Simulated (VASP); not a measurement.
La4TaO, 6 atoms in the cell. Symmetry: F-43m, No. 216, cubic system. Conventional cell: a = 8.775 Å, b = 8.775 Å, c = 8.775 Å, α = 90.00°, β = 90.00°, γ = 90.00°. La (site symmetry 3m) has 6 La at 3.07 to 3.13 Å and 3 Ta at 3.63 Å and 3 O at 3.64 Å within 4.0 Å. Ta (site symmetry -43m) has 12 La at 3.63 Å and 4 O at 3.80 Å within 4.8 Å. O (site symmetry -43m) has 12 La at 3.64 Å and 4 Ta at 3.80 Å within 4.8 Å. The cell was built from a structure type or drawn by symmetry, and may not be a known phase.

| Property | Result |
| --- | --- |
| Program | VASP 6.6.1 |
| Task | single point |
| Functional | PBE |
| Potentials or basis | VASP PAW PBE potentials, release 64 (La, Ta_pv, O) |
| Cutoff | 520 eV |
| k mesh | 4 × 4 × 4 |
| Occupations | gaussian, width 0.1 eV |
| Spin | no spin polarisation |
| Dipole correction | no |
| Further INCAR settings | ALGO = Normal; EDIFF = 1e-06; NBANDS = 40 |

Potentials or basis: VASP PAW PBE potentials, release 64 (La, Ta_pv, O).

Launch:

```bash
$ cat potpaw_PBE.64/La/POTCAR potpaw_PBE.64/Ta_pv/POTCAR potpaw_PBE.64/O/POTCAR > POTCAR
$ mpirun -np 1 vasp_std > vasp.out
```

Hardware: 1 thread of Intel Xeon 8259CL, on a shared host.

**Question.** How long does it take, and how much memory?

**Answer.** It took 3 min on 1 thread of Intel Xeon 8259CL (shared host), peak memory 0.36 GiB. Counts: scf iterations 18, k points 8.
